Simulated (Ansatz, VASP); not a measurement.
**One calculation of Ga2O3, two programs**

```
CELL_PARAMETERS angstrom
2.65516 1.53296 4.42751
-2.65516 1.53296 4.42751
0.00000 -3.06592 4.42751
ATOMIC_POSITIONS crystal
Ga 0.35587 0.35587 0.35587
Ga 0.14413 0.14413 0.14413
Ga 0.64413 0.64413 0.64413
Ga 0.85587 0.85587 0.85587
O 0.55317 0.94683 0.25000
O 0.25000 0.55317 0.94683
O 0.94683 0.25000 0.55317
O 0.44683 0.05317 0.75000
O 0.75000 0.44683 0.05317
O 0.05317 0.75000 0.44683
```

Change from the starting cell: strain +0.050 along x and y, -0.025 along z, atoms carried along.

Alike in both runs: task single point; functional PBE; k mesh 6 × 6 × 6; occupations gaussian, width 0.05 eV; no spin polarisation.

|  | VASP | Ansatz |
| --- | --- | --- |
| version | VASP 6.6.1 | Ansatz 0.2.0 |
| potentials or method | VASP PAW PBE potentials, release 64 (Ga_d, O), cutoff 520 eV | scalar-relativistic, plane waves, PAW |
| valence electrons in the cell | 88 | 88 |

```tsv
	VASP	Ansatz	Ansatz less VASP
gap on the k mesh at the Fermi level (eV)	1.45	1.46	+0.011
least direct gap on the mesh (eV)	1.54	1.55	+0.011
pressure (GPa)	-12.2	-13.0	-0.77
traceless stress, the component that is largest in VASP (GPa)	11.92	12.05	+0.136
rms of the force components (eV/Å)	0.109	0.104	-0.0047
```

Atom by atom the forces differ by 0.005 eV/Å (rms over components). With one functional, cell and mesh, what is left measures potentials, basis and numerics.
